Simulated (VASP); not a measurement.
Crystal: NaCl.

```
Na Cl
1.0
     0.00000    2.84758    2.84758
     2.84758    0.00000    2.84758
     2.84758    2.84758    0.00000
Na Cl
1 1
Direct
  0.00000 0.00000 0.00000
  0.50000 0.50000 0.50000
```

```yaml
Program: VASP 6.6.1
Task: relaxation of cell and atoms
Functional: r2SCAN
Potentials_or_basis: VASP PAW PBE potentials, release 64 (Na_pv, Cl)
Cutoff: 600 eV
k_mesh: 8 × 8 × 8
Occupations: fermi-dirac, width 0.02 eV
Spin: no spin polarisation
```

At the start: pressure -1.3 GPa; volume 23.09 Å³/atom.

Q: How do energy, volume and symmetry change on relaxing?

A: Over 5 steps the energy falls by 5.7 meV/atom and the volume is 21.87 Å³/atom (-5.3 %); space group Fm-3m (No. 225, to 0.05 Å).

Step by step:
```csv
step,energy change (eV),largest force (eV/Å),pressure (GPa),volume (Å³)
1,0.0000,0.0000,-1.33,46.18
2,-0.0085,0.0000,-0.72,44.91
3,-0.0111,0.0000,-0.25,44.12
4,-0.0088,0.0000,0.79,42.57
5,-0.0115,0.0000,0.02,43.73
```

Final structure:
```cif
data_structure
_symmetry_space_group_name_H-M 'P 1'
_symmetry_Int_Tables_number 1
_cell_length_a 3.9546
_cell_length_b 3.9546
_cell_length_c 3.9546
_cell_angle_alpha 60.000
_cell_angle_beta 60.000
_cell_angle_gamma 60.000
_cell_volume 43.73
loop_
_atom_site_label
_atom_site_type_symbol
_atom_site_fract_x
_atom_site_fract_y
_atom_site_fract_z
_atom_site_occupancy
Na1 Na 0.00000 0.00000 0.00000 1
Cl1 Cl 0.50000 0.50000 0.50000 1
```

Caveat: the PAW data sets were made with another functional, which shifts forces and pressure a little.
